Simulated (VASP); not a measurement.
# Nb2Te6Mo (P-3m1) in VASP: a series of runs

Runs on Nb2Te6Mo. Level: PBE. Tasks: single point, relaxation of cell and atoms.

Program: VASP 6.6.1. These are calculated values, not measurements. Logs are shortened: lines on timing, memory, paths and dates and some standing lists are left out, and cuts for length are marked.

### Step 1. The cell of the first run

Symmetry: P-3m1, No. 164, trigonal system. Conventional cell: a = 3.631 Å, b = 3.631 Å, c = 22.706 Å, α = 90.00°, β = 90.00°, γ = 120.00°. Within 3.7 Å of Nb (site symmetry 3m) lie 6 Te at 2.80 to 2.81 Å and 6 Nb at 3.63 Å. Within 3.7 Å of Te (site symmetry 3m) lie 3 Nb at 2.81 Å and 6 Te at 3.63 Å. Within 3.7 Å of Te (site symmetry 3m) lie 3 Nb at 2.80 Å and 6 Te at 3.63 Å. Within 3.7 Å of Te (site symmetry 3m) lie 3 Mo at 2.76 Å and 6 Te at 3.63 Å. Mo (site symmetry -3m) has 6 Te at 2.76 Å and 6 Mo at 3.63 Å within 3.7 Å.

### Step 2. Single point, PBE

INCAR reads:

```
  PREC = Accurate
  ENCUT = 520
  EDIFF = 1E-6
  ISMEAR = 0
  SIGMA = 0.1
  LREAL = F
  LASPH = T
  NELM = 60
  ALGO = Normal
  ISIF = 2
  LWAVE = F
  LCHARG = F
  GGA = PE
  NBANDS = 48
```

KPOINTS reads:

```
Automatic mesh
0
Gamma
  12 12 2
```

POSCAR reads:

```
Nb2Te6Mo
1.0
    3.6310235144      0.0000000000      0.0000000000
   -1.8155117572      3.1445586053      0.0000000000
    0.0000000000      0.0000000000     22.7056206554
Nb Te Mo
2 6 1
Direct
    0.0000000000      0.0000000000      0.3370383373
    0.0000000000      0.0000000000      0.6629616627
    0.6666666667      0.3333333333      0.2545637518
    0.6666666667      0.3333333333      0.5810113463
    0.6666666667      0.3333333333      0.9206711517
    0.3333333333      0.6666666667      0.0793288483
    0.3333333333      0.6666666667      0.4189886537
    0.3333333333      0.6666666667      0.7454362482
    0.0000000000      0.0000000000      0.0000000000
```

Potentials or basis: VASP PAW PBE potentials, release 64 (Nb_sv, Te, Mo_sv).

Run with:

```
$ cat potpaw_PBE.64/Nb_sv/POTCAR potpaw_PBE.64/Te/POTCAR potpaw_PBE.64/Mo_sv/POTCAR > POTCAR
$ mpirun -np 1 vasp_std > vasp.out
```

OUTCAR:

```text
PREC = Accurate
   ENCUT = 520
   EDIFF = 1E-6
   ISMEAR = 0
   LREAL = F
   LASPH = T
   NELM = 60
   ISIF = 2
   GGA = PE

 ion  position               nearest neighbor table
   1  0.000  0.000  0.337-   7 2.80   7 2.80   7 2.80   3 2.81   3 2.81   3 2.81
   2  0.000  0.000  0.663-   4 2.80   4 2.80   4 2.80   8 2.81   8 2.81   8 2.81
   3  0.667  0.333  0.255-   1 2.81   1 2.81   1 2.81
   4  0.667  0.333  0.581-   2 2.80   2 2.80   2 2.80
   5  0.667  0.333  0.921-   9 2.76   9 2.76   9 2.76
   6  0.333  0.667  0.079-   9 2.76   9 2.76   9 2.76
   7  0.333  0.667  0.419-   1 2.80   1 2.80   1 2.80
   8  0.333  0.667  0.745-   2 2.81   2 2.81   2 2.81
   9  0.000  0.000  0.000-   5 2.76   6 2.76   5 2.76   6 2.76   5 2.76   6 2.76

  LATTYP: Found a hexagonal cell.
 ALAT       =     3.6310235144
 C/A-ratio  =     6.2532287564

  Lattice vectors:

 A1 = (   3.6310235144,   0.0000000000,   0.0000000000)
 A2 = (  -1.8155117572,   3.1445586053,   0.0000000000)
 A3 = (   0.0000000000,   0.0000000000,  22.7056206554)

Analysis of symmetry for initial positions (statically):
=====================================================================
 Subroutine PRICEL returns:
 Original cell was already a primitive cell.

 Routine SETGRP: Setting up the symmetry group for a
 hexagonal supercell.

 Subroutine GETGRP returns: Found 12 space group operations
 (whereof 12 operations were pure point group operations)
 out of a pool of 24 trial point group operations.

The static configuration has the point symmetry D_3d.

Analysis of symmetry for dynamics (positions and initial velocities):
=====================================================================
 Subroutine PRICEL returns:
 Original cell was already a primitive cell.

 Routine SETGRP: Setting up the symmetry group for a
 hexagonal supercell.

 Subroutine GETGRP returns: Found 12 space group operations
 (whereof 12 operations were pure point group operations)
 out of a pool of 24 trial point group operations.

The dynamic configuration has the point symmetry D_3d.

 Subroutine INISYM returns: Found 12 space group operations
 (whereof 12 operations are pure point group operations),
 and found     1 'primitive' translations

----------------------------------------------------------------------------------------

                                     Primitive cell

  volume of cell :     259.2520

  direct lattice vectors                    reciprocal lattice vectors
     3.631023514  0.000000000  0.000000000     0.275404441  0.159004828  0.000000000
    -1.815511757  3.144558605  0.000000000     0.000000000  0.318009656  0.000000000
     0.000000000  0.000000000 22.705620655     0.000000000  0.000000000  0.044041958

  length of vectors
     3.631023514  3.631023514 22.705620655     0.318009656  0.318009656  0.044041958

  position of ions in fractional coordinates (direct lattice)
     0.000000000  0.000000000  0.337038337
     0.000000000  0.000000000  0.662961663
     0.666666667  0.333333333  0.254563752
     0.666666667  0.333333333  0.581011346
     0.666666667  0.333333333  0.920671152
     0.333333333  0.666666667  0.079328848
     0.333333333  0.666666667  0.418988654
     0.333333333  0.666666667  0.745436248
     0.000000000  0.000000000  0.000000000

  ion indices of the primitive-cell ions
   primitive index   ion index
                 1           1
                 2           2
                 3           3
                 4           4
                 5           5
                 6           6
                 7           7
                 8           8
                 9           9

----------------------------------------------------------------------------------------

 KPOINTS: Automatic mesh

Automatic generation of k-mesh.
 Grid dimensions read from file:
 generate k-points for:   12   12    2

 Generating k-lattice:

  Cartesian coordinates                     Fractional coordinates (reciprocal lattice)
     0.022950370  0.013250402  0.000000000     0.083333333 -0.000000000  0.000000000
     0.000000000  0.026500805  0.000000000     0.000000000  0.083333333  0.000000000
     0.000000000  0.000000000  0.022020979     0.000000000  0.000000000  0.500000000

  Length of vectors
     0.026500805  0.026500805  0.022020979

  Shift w.r.t. Gamma in fractional coordinates (k-lattice)
     0.000000000  0.000000000  0.000000000

 Subroutine IBZKPT returns following result:
 ===========================================

 Found     38 irreducible k-points:

 Following reciprocal coordinates:
            Coordinates               Weight
  0.000000  0.000000  0.000000      1.000000
  0.083333 -0.000000  0.000000      6.000000
  0.166667  0.000000  0.000000      6.000000
  0.250000  0.000000  0.000000      6.000000
  0.333333  0.000000  0.000000      6.000000
  0.416667  0.000000  0.000000      6.000000
[... 16 lines left out ...]
  0.250000  0.000000  0.500000      6.000000
  0.333333  0.000000  0.500000      6.000000
 [... further k-points ...]
   k-points           NKPTS =     38   k-points in BZ     NKDIM =     38   number of bands    NBANDS=     48
   number of dos      NEDOS =    301   number of ions     NIONS =      9
   total plane-waves  NPLWV = 141120
   dimension x,y,z NGX =    28 NGY =   28 NGZ =  180
   dimension x,y,z NGXF=    56 NGYF=   56 NGZF=  360
   ions per type =               2   6   1
   NGX,Y,Z   is equivalent  to a cutoff of  12.82, 12.82, 13.18 a.u.
   NGXF,Y,Z  is equivalent  to a cutoff of  25.64, 25.64, 26.36 a.u.
 SYSTEM =  unknown system
   PREC   = accura    normal or accurate (medium, high low for compatibility)
   ISTART =      0    job   : 0-new  1-cont  2-samecut
   ICHARG =      2    charge: 1-file 2-atom 10-const
   ISPIN  =      1    spin polarized calculation?
   LNONCOLLINEAR =      F non collinear calculations
   LSORBIT =      F    spin-orbit coupling
   LASPH  =      T    aspherical Exc in radial PAW
   ENCUT  =  520.0 eV  38.22 Ry    6.18 a.u.   6.75  6.75 42.22*2*pi/ulx,y,z
   NELM   =     60;   NELMIN=  2; NELMDL= -5     # of ELM steps
   EDIFF  = 0.1E-05   stopping-criterion for ELM
   LREAL  =      F    real-space projection
   EDIFFG = 0.1E-04   stopping-criterion for IOM
   NSW    =      0    number of steps for IOM
   IBRION =     -1    ionic relax: 0-MD 1-quasi-New 2-CG
   NFREE  =      0    steps in history (QN), initial steepest desc. (CG)
   ISIF   =      2    stress and relaxation
   ISYM   =      2    0-nonsym 1-usesym 2-fastsym
   POTIM  = 0.5000    time-step for ionic-motion
   TEBEG  =    0.0;   TEEND  =   0.0 temperature during run
   PSTRESS=    0.0 pullay stress
   NELECT =      76.0000    total number of electrons
   NUPDOWN=      -1.0000    fix difference up-down
   EMIN   =  10.00;   EMAX   =-10.00  energy-range for DOS
   EFERMI =   0.00;   METHOD = LEGACY
   ISMEAR =     0;   SIGMA  =   0.10  broadening in eV -4-tet -1-fermi 0-gaus
   EFERMI_NEDOS =   21; number of points for ismear=-14 and -15
   IALGO  =     38    algorithm
   IMIX   =      4    mixing-type and parameters
     AMIX     =   0.40;   BMIX     =  1.00
     AMIX_MAG =   1.60;   BMIX_MAG =  1.00
  volume/ion in A,a.u.               =      28.81       194.39
  Fermi-wavevector in a.u.,A,eV,Ry     =   1.087524  2.055121 16.091711  1.182707
  Thomas-Fermi vector in A             =   2.223685
   LORBIT       =      0    0 simple, 1 ext, 2 COOP (PROOUT), +10 PAW based schemes
   GGA     = PE    functional components
   LHFCALC =     F    Hartree Fock is set to
   AEXX    =    0.0000 exact exchange contribution
   IVDW    =     0    specifies the selected vdW correction
   LEPSILON=     F    determine dielectric tensor
   LRPA    =     F    only Hartree local field effects (RPA)
 non-spin polarized calculation
 Gauss-broadening in eV      SIGMA  =   0.10
  energy-cutoff  :      520.00
  volume of cell :      259.25
 maximum number of plane-waves:      7010
 NGX is ok and might be reduce to    28
   NGX = 13   NGY = 13   NGZ = 85

 number of electron      76.0000005 magnetization

 Free energy of the ion-electron system (eV)
  ---------------------------------------------------
  ext. energy  EPLUGINS =         0.00000000
  ---------------------------------------------------
  free energy    TOTEN  =       -53.01921997 eV

  energy without entropy =      -52.99014266  energy(sigma->0) =      -53.00468132

 E-fermi :   6.9231     XC(G=0):  -9.6587

 val. band max:        6.9160626581   @ k =   0.1667   0.1667   0.5000
 cond. band min:       6.9436058378   @ k =   0.1667   0.0833   0.5000
 fundamental gap:      0.0275431797
 Fermi energy:         6.9230627911

 k-point     1 :       0.0000    0.0000    0.0000
  band No.  band energies     occupation
      1     -54.4897      2.00000
      2     -48.3820      2.00000
      3     -48.3820      2.00000
      4     -28.5805      2.00000
      5     -28.5805      2.00000
      6     -28.5222      2.00000
[... 40 lines left out ...]
     47      10.2085      0.00000
     48      10.6901      0.00000

 k-point     2 :       0.0833   -0.0000    0.0000
  band No.  band energies     occupation
      1     -54.4893      2.00000
      2     -48.3813      2.00000
      3     -48.3813      2.00000
      4     -28.5865      2.00000
      5     -28.5819      2.00000
      6     -28.5209      2.00000
[... 40 lines left out ...]
     47      10.0722      0.00000
     48      10.1736      0.00000

 k-point     3 :       0.1667    0.0000    0.0000
  band No.  band energies     occupation
      1     -54.4881      2.00000
      2     -48.3792      2.00000
      3     -48.3792      2.00000
      4     -28.6030      2.00000
      5     -28.5858      2.00000
      6     -28.5173      2.00000
[... 1060 lines left out ...]
     47       9.4616      0.00000
     48       9.9079      0.00000

 k-point    24 :       0.3333    0.0000    0.5000
  band No.  band energies     occupation
      1     -54.4851      2.00000
      2     -48.3737      2.00000
      3     -48.3737      2.00000
      4     -28.6478      2.00000
      5     -28.5964      2.00000
      6     -28.5074      2.00000
[... 40 lines left out ...]
     47       9.7431      0.00000
     48       9.7853      0.00000

 [... further k-points ...]
[... 5 lines left out ...]
  --------------------------------------------------------------------------------------
  -------------------------------------------------------------------------------------
  Total       -0.1348360     -0.1348360     -0.0903202      0.0000000      0.0000000     -0.0000000
  in kB       -0.8332867     -0.8332867     -0.5581786      0.0000000      0.0000000     -0.0000000
  external PRESSURE =      -0.7415840 kB  Pullay stress =       0.0000000 kB

 VOLUME and BASIS-vectors are now :
 -----------------------------------------------------------------------------
  energy-cutoff  :      520.00
  volume of cell :      259.25
      direct lattice vectors                 reciprocal lattice vectors
     3.631023514  0.000000000  0.000000000     0.275404441  0.159004828  0.000000000
    -1.815511757  3.144558605  0.000000000     0.000000000  0.318009656  0.000000000
     0.000000000  0.000000000 22.705620655     0.000000000  0.000000000  0.044041958

 POSITION                                       TOTAL-FORCE (eV/Angst)
 -----------------------------------------------------------------------------------
      0.00000      0.00000      7.65266        -0.000000     -0.000000      0.000823
      0.00000      0.00000     15.05296        -0.000000      0.000000     -0.000823
      1.81551      1.04819      5.78003        -0.000000      0.000000      0.005487
      1.81551      1.04819     13.19222        -0.000000      0.000000      0.005528
      1.81551      1.04819     20.90441        -0.000000      0.000000     -0.013613
     -0.00000      2.09637      1.80121         0.000000     -0.000000      0.013613
     -0.00000      2.09637      9.51340         0.000000      0.000000     -0.005528
     -0.00000      2.09637     16.92559         0.000000     -0.000000     -0.005487
      0.00000      0.00000      0.00000        -0.000000      0.000000      0.000000
 -----------------------------------------------------------------------------------
    total drift:                               -0.000000     -0.000000      0.000000

  FREE ENERGIE OF THE ION-ELECTRON SYSTEM (eV)
  ---------------------------------------------------
  free  energy   TOTEN  =       -53.0192199675 eV

  energy  without entropy=      -52.9901426633  energy(sigma->0) =      -53.00468132
```

Run time: 14 min. Hardware: 1 thread of Intel Xeon Platinum 8375C at 2.90GHz (Ice Lake), shared host; peak memory 0.64 GiB.

What came out:

```yaml
Free_energy: -53.0192 eV
Pressure: -0.1 GPa
Largest_force: 0.014 eV/Å
Band_gap_on_the_k_mesh: zero (bands 38 and 39 overlap by 0.85 eV)
```

Forces on the atoms (eV/Å):
```
Nb   0.000  0.000  0.001
Nb   0.000  0.000 -0.001
Te   0.000  0.000  0.005
Te   0.000  0.000  0.006
Te   0.000  0.000 -0.014
Te   0.000  0.000  0.014
Te   0.000  0.000 -0.006
Te   0.000  0.000 -0.005
Mo   0.000  0.000  0.000
```

Levels at points of the mesh, in eV from the Fermi level:
| k point | band 35 | band 36 | band 37 | band 38 | band 39 | band 40 | band 41 | band 42 |
| --- | --- | --- | --- | --- | --- | --- | --- | --- |
| (0.00, 0.00, 0.00) | 0.11 | 0.16 | 0.16 | 0.16 | 0.16 | 0.93 | 0.93 | 1.23 |
| (0.50, 0.00, 0.00) | -1.08 | -0.92 | -0.91 | -0.55 | -0.45 | 0.36 | 0.90 | 1.67 |
| (0.00, 0.00, 0.50) | 0.11 | 0.16 | 0.16 | 0.16 | 0.16 | 0.93 | 0.93 | 1.23 |
| (0.50, 0.00, 0.50) | -1.09 | -0.92 | -0.91 | -0.55 | -0.45 | 0.36 | 0.90 | 1.67 |

Caveat: spin-orbit coupling is left out, which moves the levels of the heavy elements; this functional lacks dispersion, which binds layers or chains, so the pressure and a relaxed spacing across them are unreliable.

### Step 3. Relaxation of cell and atoms, PBE

INCAR reads:

```
PREC = Accurate
ENCUT = 600
EDIFF = 1E-6
ISMEAR = 0
SIGMA = 0.1
LREAL = F
LASPH = T
NELM = 100
ALGO = Fast
ISIF = 3
LWAVE = F
LCHARG = F
GGA = PE
IBRION = 2
NSW = 100
EDIFFG = -0.01
```

KPOINTS is that of step 2.

POSCAR reads:

```
Nb2Te6Mo
1.0
    3.6185000717      0.0000000000      0.0000000000
   -1.8092500358      3.1337129857      0.0000000000
    0.0000000000      0.0000000000     22.8216904881
Nb Te Mo
2 6 1
Direct
    0.0000000000      0.0000000000      0.3322994873
    0.0000000000      0.0000000000      0.6677005127
    0.6666666667      0.3333333333      0.2501455117
    0.6666666667      0.3333333333      0.5854304402
    0.6666666667      0.3333333333      0.9206181159
    0.3333333333      0.6666666667      0.0793818841
    0.3333333333      0.6666666667      0.4145695598
    0.3333333333      0.6666666667      0.7498544883
    0.0000000000      0.0000000000      0.0000000000
```

Potentials or basis: VASP PAW PBE potentials, release 64 (Nb_sv, Te, Mo_sv).

Run with:

```
$ cat potpaw_PBE.64/Nb_sv/POTCAR potpaw_PBE.64/Te/POTCAR potpaw_PBE.64/Mo_sv/POTCAR > POTCAR
$ mpirun -np 1 vasp_std > vasp.out
```

Run time: 1.6 h. Hardware: 1 thread of Oxide Virtual Turin-like, shared host; peak memory 0.76 GiB.

The run converged. Its results:

```
Free energy                           : -53.0172 eV
Relaxed volume                        : 28.80 Å³/atom
Relaxed cell                          : a = 3.627 Å, b = 3.627 Å, c = 22.746 Å, α = 90.00°, β = 90.00°, γ = 120.00°
Space group after relaxing (to 0.1 Å) : P-3m1 (No. 164)
Energy gained by relaxing             : 0.2 meV/atom
Ionic steps                           : 6
Pressure after relaxing               : 0.0 GPa
Largest force after relaxing          : 0.010 eV/Å
Band gap on the k mesh                : zero (bands 38 and 39 overlap by 0.84 eV)
```

Forces in eV/Å, atoms in the order of the input:
```
Nb   0.000  0.000  0.009
Nb   0.000  0.000 -0.009
Te   0.000  0.000 -0.005
Te   0.000  0.000 -0.010
Te   0.000  0.000 -0.008
Te   0.000  0.000  0.008
Te   0.000  0.000  0.010
Te   0.000  0.000  0.005
Mo   0.000  0.000  0.000
```

Step by step:
| step | energy change (eV) | largest force (eV/Å) | pressure (GPa) | volume (Å³) |
| --- | --- | --- | --- | --- |
| 1 | 0.0000 | 0.0737 | -0.02 | 258.78 |
| 2 | -0.0011 | 0.0195 | 0.11 | 258.68 |
| 3 | -0.0011 | 0.0250 | 0.11 | 258.67 |
| 4 | -0.0014 | 0.0247 | -0.07 | 259.39 |
| 5 | -0.0015 | 0.0202 | -0.03 | 259.24 |
| 6 | -0.0015 | 0.0096 | 0.00 | 259.19 |

Final structure:
```
CELL_PARAMETERS angstrom
3.62743 0.00000 0.00000
-1.81371 3.14144 0.00000
0.00000 0.00000 22.74552
ATOMIC_POSITIONS crystal
Nb 0.00000 0.00000 0.33245
Nb 0.00000 0.00000 0.66755
Te 0.66667 0.33333 0.25020
Te 0.66667 0.33333 0.58554
Te 0.66667 0.33333 0.92074
Te 0.33333 0.66667 0.07926
Te 0.33333 0.66667 0.41446
Te 0.33333 0.66667 0.74980
Mo 0.00000 0.00000 0.00000
```

Levels at points of the mesh, in eV from the Fermi level:
| k point | band 36 | band 37 | band 38 | band 39 | band 40 | band 41 |
| --- | --- | --- | --- | --- | --- | --- |
| (0.00, 0.00, 0.00) | 0.18 | 0.18 | 0.18 | 0.18 | 0.94 | 0.94 |
| (0.50, 0.00, 0.00) | -0.94 | -0.90 | -0.51 | -0.44 | 0.38 | 0.92 |
| (0.00, 0.00, 0.50) | 0.18 | 0.18 | 0.18 | 0.18 | 0.94 | 0.94 |
| (0.50, 0.00, 0.50) | -0.93 | -0.90 | -0.51 | -0.44 | 0.38 | 0.92 |

Caveat: spin-orbit coupling is left out, which moves the levels of the heavy elements; this functional lacks dispersion, which binds layers or chains, so the pressure and a relaxed spacing across them are unreliable.

The gap in the log of VASP goes by the Fermi energy; the results here count the filled bands.